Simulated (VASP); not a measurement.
# NaB: single point with r2SCAN

Crystal: NaB.

```
Na B
1.0
     0.00000    2.68798    2.68798
     2.68798    0.00000    2.68798
     2.68798    2.68798    0.00000
Na B
1 1
Direct
  0.00000 0.00000 0.00000
  0.50000 0.50000 0.50000
```

| Property | Result |
| --- | --- |
| Program | VASP 6.6.1 |
| Task | single point |
| Functional | r2SCAN |
| Potentials or basis | VASP PAW PBE potentials, release 64 (Na_pv, B) |
| Cutoff | 520 eV |
| k mesh | 10 × 10 × 10 |
| Occupations | fermi-dirac, width 0.1 eV |
| Spin | no spin polarisation |

```yaml
Pressure: -0.4 GPa
Band_gap_on_the_k_mesh: zero (band 5 reaches 3.29 eV, above the bottom of band 6 at 0.14 eV)
```

Levels at points of the mesh, in eV from the Fermi level:
| k point | band 3 | band 4 | band 5 | band 6 | band 7 | band 8 |
| --- | --- | --- | --- | --- | --- | --- |
| (0.00, 0.00, 0.00) | -24.15 | -7.68 | 2.54 | 2.54 | 2.54 | 8.13 |
| (0.50, 0.00, 0.00) | -24.16 | -5.76 | -1.99 | 1.85 | 1.85 | 7.51 |
| (0.50, 0.50, 0.00) | -24.17 | -5.25 | -1.54 | 1.04 | 1.04 | 6.33 |

Wall time 2.8 min on 1 thread of AMD EPYC 7R43 64-Core Processor (Zen 3), on a shared host, peak memory 0.13 GiB.

Caveat: the PAW data sets were made with another functional, which shifts forces and pressure a little.
